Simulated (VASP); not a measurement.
**Ge: relaxation of cell and atoms with PBEsol+D3(BJ)**

Crystal: Ge.

```
Ge
1.0
    -2.57449    2.57449    1.39741
     2.57449   -2.57449    1.39741
     2.57449    2.57449   -1.39741
Ge
2
Cartesian
  2.5745 0.0000 0.6987
  0.0000 0.0000 1.3974
```

| Quantity | Value |
| --- | --- |
| Program | VASP 6.6.1 |
| Task | relaxation of cell and atoms |
| Functional | PBEsol |
| Dispersion | D3(BJ) |
| Potentials or basis | VASP PAW PBE potentials, release 64 (Ge_d) |
| Cutoff | 600 eV |
| k mesh | 12 × 12 × 12, shifted |
| Occupations | gaussian, width 0.1 eV |
| Spin | no spin polarisation |
| Dipole correction | no |
| Further INCAR settings | ALGO = Normal; EDIFF = 1e-06; IBRION = 2; EDIFFG = -0.01; NSW = 80; ISIF = 3 |

```yaml
Relaxed_volume: 17.69 Å³/atom
Relaxed_cell: a = 3.836 Å, b = 3.836 Å, c = 3.836 Å, α = 97.45°, β = 97.45°, γ = 137.80°
Space_group_after_relaxing_to_0.1_Å: I4_1/amd (No. 141)
Energy_gained_by_relaxing: 10.3 meV/atom
Ionic_steps: 6
Pressure_after_relaxing: 0.0 GPa
Band_gap_on_the_k_mesh: zero (bands 14 and 15 overlap by 5.14 eV)
Dispersion_energy_per_atom: -0.349 eV
```

Stress tensor (GPa, compression positive):
```
-0.02  0.00  0.00
 0.00 -0.02  0.00
 0.00  0.00  0.08
```

The path:
```tsv
step	energy change (eV)	largest force (eV/Å)	pressure (GPa)	volume (Å³)
1	0.0000	0.0000	-3.76	37.05
2	-0.0179	0.0000	1.21	34.77
3	-0.0206	0.0000	0.18	35.34
4	-0.0205	0.0000	-0.22	35.40
5	-0.0206	0.0000	0.00	35.37
6	-0.0206	0.0000	0.01	35.38
```

Final structure:
```
Ge
1.0
    -2.53065    2.53065    1.38102
     2.53065   -2.53065    1.38102
     2.53065    2.53065   -1.38102
Ge
2
Direct
  0.25000 0.75000 0.50000
  0.50000 0.50000 0.00000
```

Levels at points of the mesh, in eV from the Fermi level:
```
           k point  band 12  band 13  band 14  band 15  band 16  band 17
(0.04, 0.04, 0.04)    -4.63    -2.30    -1.74     3.65     6.47     7.01
```

Wall time 4.8 min on 1 thread of Intel(R) Xeon(R) Platinum 8375C CPU @ 2.90GHz (Ice Lake) (shared host), peak memory 0.27 GiB.

Caveat: the PAW data sets were made with another functional, which shifts forces and pressure a little.
